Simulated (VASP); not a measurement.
# W (Im-3m) in VASP: further runs

W is run at these levels: PBE; tasks: single point.

Program: VASP 6.6.1. These are calculated values, not measurements. Logs are shortened: lines on timing, memory, paths and dates and some standing lists are left out, and cuts for length are marked.

**1. The cell of the first run**

Symmetry: Im-3m, No. 229, cubic system. The conventional cell has a = 3.247 Å, b = 3.247 Å, c = 3.247 Å, α = 90.00°, β = 90.00°, γ = 90.00°. Within 3.7 Å of W (site symmetry m-3m) lie 14 W at 2.81 to 3.25 Å.

**2. Single point, PBE**

Contents of INCAR:

```
SYSTEM = W
PREC = Accurate
ENCUT = 520
EDIFF = 1E-6
ISMEAR = -1
SIGMA = 0.06122561905347299
LREAL = .FALSE.
LASPH = .TRUE.
NELM = 80
ALGO = Normal
ISIF = 2
LWAVE = .FALSE.
LCHARG = .FALSE.
GGA = PE
NBANDS = 13
```

Contents of KPOINTS:

```
Automatic mesh
0
G
  48 48 48
  0 0 0
```

Contents of POSCAR:

```
W
1.0
   -1.6234700484      1.6234700484      1.6234700484
    1.6234700484     -1.6234700484      1.6234700484
    1.6234700484      1.6234700484     -1.6234700484
W
1
Direct
    0.0000000000      0.0000000000      0.0000000000
```

Potentials or basis: VASP PAW PBE potentials, release 64 (W_sv).

Launch:

```sh
$ cat potpaw_PBE.64/W_sv/POTCAR > POTCAR
$ mpirun -np 1 vasp_std > vasp.out
```

OUTCAR:

```text
SYSTEM = W
   PREC = Accurate
   ENCUT = 520
   EDIFF = 1E-6
   ISMEAR = -1
   LREAL = .FALSE.
   LASPH = .TRUE.
   NELM = 80
   ISIF = 2
   GGA = PE

 ion  position               nearest neighbor table
   1  0.000  0.000  0.000-

  LATTYP: Found a body centered cubic cell.
 ALAT       =     3.2469400968

  Lattice vectors:

 A1 = (  -1.6234700484,   1.6234700484,   1.6234700484)
 A2 = (   1.6234700484,  -1.6234700484,   1.6234700484)
 A3 = (   1.6234700484,   1.6234700484,  -1.6234700484)

Analysis of symmetry for initial positions (statically):
=====================================================================
 Subroutine PRICEL returns:
 Original cell was already a primitive cell.

 Routine SETGRP: Setting up the symmetry group for a
 body centered cubic supercell.

 Subroutine GETGRP returns: Found 48 space group operations
 (whereof 48 operations were pure point group operations)
 out of a pool of 48 trial point group operations.

The static configuration has the point symmetry O_h .

Analysis of symmetry for dynamics (positions and initial velocities):
=====================================================================
 Subroutine PRICEL returns:
 Original cell was already a primitive cell.

 Routine SETGRP: Setting up the symmetry group for a
 body centered cubic supercell.

 Subroutine GETGRP returns: Found 48 space group operations
 (whereof 48 operations were pure point group operations)
 out of a pool of 48 trial point group operations.

The dynamic configuration has the point symmetry O_h .

 Subroutine INISYM returns: Found 48 space group operations
 (whereof 48 operations are pure point group operations),
 and found     1 'primitive' translations

----------------------------------------------------------------------------------------

                                     Primitive cell

  volume of cell :      17.1156

  direct lattice vectors                    reciprocal lattice vectors
    -1.623470048  1.623470048  1.623470048     0.000000000  0.307982276  0.307982276
     1.623470048 -1.623470048  1.623470048     0.307982276  0.000000000  0.307982276
     1.623470048  1.623470048 -1.623470048     0.307982276  0.307982276  0.000000000

  length of vectors
     2.811932608  2.811932608  2.811932608     0.435552711  0.435552711  0.435552711

  position of ions in fractional coordinates (direct lattice)
     0.000000000  0.000000000  0.000000000

  ion indices of the primitive-cell ions
   primitive index   ion index
                 1           1

----------------------------------------------------------------------------------------

 KPOINTS: Automatic mesh

Automatic generation of k-mesh.
 Grid dimensions read from file:
 generate k-points for:   48   48   48

 Generating k-lattice:

  Cartesian coordinates                     Fractional coordinates (reciprocal lattice)
     0.000000000  0.006416297  0.006416297     0.020833333  0.000000000  0.000000000
     0.006416297  0.000000000  0.006416297     0.000000000  0.020833333  0.000000000
     0.006416297  0.006416297  0.000000000     0.000000000  0.000000000  0.020833333

  Length of vectors
     0.009074015  0.009074015  0.009074015

  Shift w.r.t. Gamma in fractional coordinates (k-lattice)
     0.000000000  0.000000000  0.000000000

 Subroutine IBZKPT returns following result:
 ===========================================

 Found   2769 irreducible k-points:

 Following reciprocal coordinates:
            Coordinates               Weight
  0.000000  0.000000  0.000000      1.000000
  0.020833  0.000000  0.000000     12.000000
  0.041667  0.000000  0.000000     12.000000
  0.062500  0.000000  0.000000     12.000000
  0.083333  0.000000  0.000000     12.000000
  0.104167  0.000000  0.000000     12.000000
[... 16 lines left out ...]
  0.458333  0.000000  0.000000     12.000000
  0.479167  0.000000  0.000000     12.000000
 [... further k-points ...]
   k-points           NKPTS =   2769   k-points in BZ     NKDIM =   2769   number of bands    NBANDS=     13
   number of dos      NEDOS =    301   number of ions     NIONS =      1
   total plane-waves  NPLWV =  13824
   dimension x,y,z NGX =    24 NGY =   24 NGZ =   24
   dimension x,y,z NGXF=    48 NGYF=   48 NGZF=   48
   ions per type =               1
   NGX,Y,Z   is equivalent  to a cutoff of  14.19, 14.19, 14.19 a.u.
   NGXF,Y,Z  is equivalent  to a cutoff of  28.38, 28.38, 28.38 a.u.
 SYSTEM =  W
   PREC   = accura    normal or accurate (medium, high low for compatibility)
   ISTART =      0    job   : 0-new  1-cont  2-samecut
   ICHARG =      2    charge: 1-file 2-atom 10-const
   ISPIN  =      1    spin polarized calculation?
   LNONCOLLINEAR =      F non collinear calculations
   LSORBIT =      F    spin-orbit coupling
   LASPH  =      T    aspherical Exc in radial PAW
   ENCUT  =  520.0 eV  38.22 Ry    6.18 a.u.   5.23  5.23  5.23*2*pi/ulx,y,z
   NELM   =     80;   NELMIN=  2; NELMDL= -5     # of ELM steps
   EDIFF  = 0.1E-05   stopping-criterion for ELM
   LREAL  =      F    real-space projection
   EDIFFG = 0.1E-04   stopping-criterion for IOM
   NSW    =      0    number of steps for IOM
   IBRION =     -1    ionic relax: 0-MD 1-quasi-New 2-CG
   NFREE  =      0    steps in history (QN), initial steepest desc. (CG)
   ISIF   =      2    stress and relaxation
   ISYM   =      2    0-nonsym 1-usesym 2-fastsym
   POTIM  = 0.5000    time-step for ionic-motion
   TEBEG  =    0.0;   TEEND  =   0.0 temperature during run
   PSTRESS=    0.0 pullay stress
   NELECT =      14.0000    total number of electrons
   NUPDOWN=      -1.0000    fix difference up-down
   EMIN   =  10.00;   EMAX   =-10.00  energy-range for DOS
   EFERMI =   0.00;   METHOD = LEGACY
   ISMEAR =    -1;   SIGMA  =   0.06  broadening in eV -4-tet -1-fermi 0-gaus
   EFERMI_NEDOS =   21; number of points for ismear=-14 and -15
   IALGO  =     38    algorithm
   IMIX   =      4    mixing-type and parameters
     AMIX     =   0.40;   BMIX     =  1.00
     AMIX_MAG =   1.60;   BMIX_MAG =  1.00
  volume/ion in A,a.u.               =      17.12       115.50
  Fermi-wavevector in a.u.,A,eV,Ry     =   1.531040  2.893246 31.893196  2.344084
  Thomas-Fermi vector in A             =   2.638440
   LORBIT       =      0    0 simple, 1 ext, 2 COOP (PROOUT), +10 PAW based schemes
   GGA     = PE    functional components
   LHFCALC =     F    Hartree Fock is set to
   AEXX    =    0.0000 exact exchange contribution
   IVDW    =     0    specifies the selected vdW correction
   LEPSILON=     F    determine dielectric tensor
   LRPA    =     F    only Hartree local field effects (RPA)
 non-spin polarized calculation
  energy-cutoff  :      520.00
  volume of cell :       17.12
 maximum number of plane-waves:       478
 NGX is ok and might be reduce to    24
   NGX = 11   NGY = 11   NGZ = 11

 number of electron      13.9999998 magnetization

 Free energy of the ion-electron system (eV)
  ---------------------------------------------------
  ext. energy  EPLUGINS =         0.00000000
  ---------------------------------------------------
  free energy    TOTEN  =       -12.90979198 eV

  energy without entropy =      -12.90416037  energy(sigma->0) =      -12.90697617

 E-fermi :  10.3679     XC(G=0): -13.2118

 val. band max:       10.3605639891   @ k =  -0.2917   0.2917   0.1667
 cond. band min:      10.3682654767   @ k =  -0.1458   0.1875   0.1042
 fundamental gap:      0.0077014876
 Fermi energy:        10.3679189375

 k-point     1 :       0.0000    0.0000    0.0000
  band No.  band energies     occupation
      1     -63.9309      2.00000
      2     -27.5914      2.00000
      3     -27.5914      2.00000
      4     -27.5914      2.00000
      5       1.1582      2.00000
      6       9.2537      2.00000
      7       9.2537      2.00000
      8       9.2537      2.00000
      9      12.4422      0.00000
     10      12.4422      0.00000
     11      24.7011      0.00000
     12      24.7011      0.00000
     13      24.7011      0.00000

 k-point     2 :       0.0208    0.0000    0.0000
  band No.  band energies     occupation
      1     -63.9305      2.00000
      2     -27.5959      2.00000
      3     -27.5928      2.00000
      4     -27.5914      2.00000
      5       1.1776      2.00000
      6       9.2421      2.00000
      7       9.2515      2.00000
      8       9.2721      2.00000
      9      12.4231      0.00000
     10      12.4424      0.00000
     11      24.7175      0.00000
     12      24.7341      0.00000
     13      24.7469      0.00000

 k-point     3 :       0.0417    0.0000    0.0000
  band No.  band energies     occupation
      1     -63.9292      2.00000
      2     -27.6095      2.00000
      3     -27.5971      2.00000
      4     -27.5914      2.00000
      5       1.2354      2.00000
      6       9.2077      2.00000
      7       9.2444      2.00000
      8       9.3271      2.00000
      9      12.3681      0.00000
     10      12.4430      0.00000
     11      24.7656      0.00000
     12      24.8327      0.00000
     13      24.8814      0.00000

 k-point     4 :       0.0625    0.0000    0.0000
  band No.  band energies     occupation
      1     -63.9272      2.00000
      2     -27.6318      2.00000
      3     -27.6042      2.00000
      4     -27.5915      2.00000
      5       1.3309      2.00000
      6       9.1515      2.00000
      7       9.2307      2.00000
      8       9.4185      2.00000
      9      12.2842      0.00000
     10      12.4444      0.00000
     11      24.8421      0.00000
     12      24.9956      0.00000
     13      25.0954      0.00000

 k-point     5 :       0.0833    0.0000    0.0000
  band No.  band energies     occupation
      1     -63.9245      2.00000
      2     -27.6624      2.00000
      3     -27.6140      2.00000
      4     -27.5915      2.00000
      5       1.4627      2.00000
      6       9.0755      2.00000
      7       9.2081      2.00000
      8       9.5459      2.00000
      9      12.1816      0.00000
     10      12.4472      0.00000
     11      24.9406      0.00000
     12      25.2208      0.00000
     13      25.3741      0.00000

 k-point     6 :       0.1042    0.0000    0.0000
  band No.  band energies     occupation
      1     -63.9211      2.00000
      2     -27.7006      2.00000
      3     -27.6263      2.00000
      4     -27.5917      2.00000
      5       1.6289      2.00000
      6       8.9820      2.00000
      7       9.1736      2.00000
      8       9.7086      1.99996
      9      12.0726      0.00000
     10      12.4521      0.00000
     11      25.0515      0.00000
     12      25.5057      0.00000
     13      25.6964      0.00000

 k-point     7 :       0.1250    0.0000    0.0000
  band No.  band energies     occupation
      1     -63.9170      2.00000
      2     -27.7457      2.00000
      3     -27.6408      2.00000
      4     -27.5918      2.00000
      5       1.8271      2.00000
      6       8.8738      2.00000
      7       9.1246      2.00000
      8       9.9059      1.99895
      9      11.9698      0.00000
     10      12.4600      0.00000
     11      25.1609      0.00000
     12      25.8472      0.00000
     13      26.0336      0.00000
[... 193 lines left out ...]
 k-point    20 :       0.3958    0.0000    0.0000
  band No.  band energies     occupation
      1     -63.8458      2.00000
      2     -28.4899      2.00000
      3     -27.8872      2.00000
      4     -27.5943      2.00000
      5       4.5357      2.00000
      6       7.3256      2.00000
      7       9.6960      1.99997
      8      12.3561      0.00000
      9      13.0188      0.00000
     10      14.6973      0.00000
     11      21.6879      0.00000
     12      22.3412      0.00000
     13      27.8972      0.00000

 k-point    21 :       0.4167    0.0000    0.0000
  band No.  band energies     occupation
      1     -63.8424      2.00000
      2     -28.5242      2.00000
      3     -27.8989      2.00000
      4     -27.5944      2.00000
      5       4.5596      2.00000
      6       7.2624      2.00000
      7      10.0079      1.99443
      8      12.3751      0.00000
      9      13.0727      0.00000
     10      15.0701      0.00000
     11      21.2059      0.00000
     12      22.0997      0.00000
     13      27.3193      0.00000

 k-point    22 :       0.4375    0.0000    0.0000
  band No.  band energies     occupation
      1     -63.8396      2.00000
      2     -28.5514      2.00000
      3     -27.9082      2.00000
      4     -27.5945      2.00000
      5       4.5696      2.00000
      6       7.2126      2.00000
      7      10.3081      1.45281
      8      12.3689      0.00000
      9      13.1183      0.00000
     10      15.3905      0.00000
     11      20.8052      0.00000
     12      21.9057      0.00000
     13      26.8383      0.00000

 k-point    23 :       0.4583    0.0000    0.0000
  band No.  band energies     occupation
      1     -63.8376      2.00000
      2     -28.5710      2.00000
      3     -27.9149      2.00000
      4     -27.5946      2.00000
      5       4.5720      2.00000
      6       7.1768      2.00000
      7      10.5667      0.07494
      8      12.3424      0.00000
      9      13.1530      0.00000
     10      15.6393      0.00000
     11      20.5028      0.00000
     12      21.7637      0.00000
     13      26.4741      0.00000

 k-point    24 :       0.4792    0.0000    0.0000
  band No.  band energies     occupation
      1     -63.8363      2.00000
      2     -28.5830      2.00000
      3     -27.9190      2.00000
      4     -27.5946      2.00000
      5       4.5717      2.00000
      6       7.1552      2.00000
      7      10.7474      0.00406
      8      12.3104      0.00000
      9      13.1748      0.00000
     10      15.7979      0.00000
     11      20.3142      0.00000
     12      21.6771      0.00000
     13      26.2460      0.00000

 [... further k-points ...]
[... 5 lines left out ...]
  --------------------------------------------------------------------------------------
  -------------------------------------------------------------------------------------
  Total       -1.6552674     -1.6552674     -1.6552674      0.0000000      0.0000000     -0.0000000
  in kB     -154.9479797   -154.9479797   -154.9479797      0.0000000      0.0000000     -0.0000000
  external PRESSURE =    -154.9479797 kB  Pullay stress =       0.0000000 kB

 VOLUME and BASIS-vectors are now :
 -----------------------------------------------------------------------------
  energy-cutoff  :      520.00
  volume of cell :       17.12
      direct lattice vectors                 reciprocal lattice vectors
    -1.623470048  1.623470048  1.623470048     0.000000000  0.307982276  0.307982276
     1.623470048 -1.623470048  1.623470048     0.307982276  0.000000000  0.307982276
     1.623470048  1.623470048 -1.623470048     0.307982276  0.307982276  0.000000000

 POSITION                                       TOTAL-FORCE (eV/Angst)
 -----------------------------------------------------------------------------------
      0.00000      0.00000      0.00000        -0.000000      0.000000     -0.000000
 -----------------------------------------------------------------------------------
    total drift:                                0.000000      0.000000      0.000000

  FREE ENERGIE OF THE ION-ELECTRON SYSTEM (eV)
  ---------------------------------------------------
  free  energy   TOTEN  =       -12.9097919759 eV

  energy  without entropy=      -12.9041603677  energy(sigma->0) =      -12.90697617
```

Run time: 4.5 min. Hardware: 1 thread of Intel Xeon Platinum 8259CL at 2.50GHz (Skylake/Cascade Lake), shared host; peak memory 0.64 GiB.

Results:

```yaml
Free_energy: -12.9098 eV
Pressure: -15.5 GPa
Band_gap_on_the_k_mesh: zero (bands 7 and 8 overlap by 5.74 eV)
```

Levels at points of the mesh, in eV from the Fermi level:
| k point | band 5 | band 6 | band 7 | band 8 | band 9 | band 10 |
| --- | --- | --- | --- | --- | --- | --- |
| (0.00, 0.00, 0.00) | -9.21 | -1.11 | -1.11 | -1.11 | 2.07 | 2.07 |
| (0.50, 0.00, 0.00) | -5.80 | -3.22 | 0.45 | 1.93 | 2.81 | 5.48 |
| (0.50, 0.50, 0.50) | -5.25 | -5.25 | 4.62 | 4.62 | 4.62 | 7.66 |

Caveat: the cell stands under tension; spin-orbit coupling is left out, which moves the levels of the heavy elements.

**3. Single point, PBE**

This run uses another cell than the first one, of 15.18 Å³/atom.

Contents of INCAR:

```
PREC = Accurate
ENCUT = 520
EDIFF = 1E-6
ISMEAR = -1
SIGMA = 0.06122561905347299
LREAL = False
LASPH = True
NELM = 100
ALGO = Normal
ISIF = 2
LWAVE = False
LCHARG = False
GGA = PE
NBANDS = 13
```

Contents of KPOINTS:

```
Automatic mesh
0
Gamma
  48 48 48
```

Contents of POSCAR:

```
W
1.0
   -1.5597378460      1.5597378460      1.5597378460
    1.5597378460     -1.5597378460      1.5597378460
    1.5597378460      1.5597378460     -1.5597378460
W
1
Direct
    0.0000000000      0.0000000000      0.0000000000
```

Potentials or basis: VASP PAW PBE potentials, release 64 (W_sv).

Launch:

```sh
$ cat potpaw_PBE.64/W_sv/POTCAR > POTCAR
$ mpirun -np 1 vasp_std > vasp.out
```

Run time: 3.4 min. Hardware: 1 thread of Oxide Virtual Turin-like, shared host; peak memory 0.53 GiB.

The run converged. Its results:

* Free energy: -12.8938 eV
* Pressure: 21.8 GPa
* Band gap on the k mesh: zero (bands 7 and 8 overlap by 6.79 eV)

Levels at points of the mesh, in eV from the Fermi level:
| k point | band 5 | band 6 | band 7 | band 8 | band 9 | band 10 |
| --- | --- | --- | --- | --- | --- | --- |
| (0.00, 0.00, 0.00) | -9.91 | -1.34 | -1.34 | -1.34 | 2.33 | 2.33 |
| (0.50, 0.00, 0.00) | -6.60 | -3.82 | 0.81 | 2.26 | 3.29 | 6.52 |
| (0.50, 0.50, 0.50) | -6.23 | -6.23 | 5.46 | 5.46 | 5.46 | 8.58 |

Caveat: the cell stands under pressure; spin-orbit coupling is left out, which moves the levels of the heavy elements.
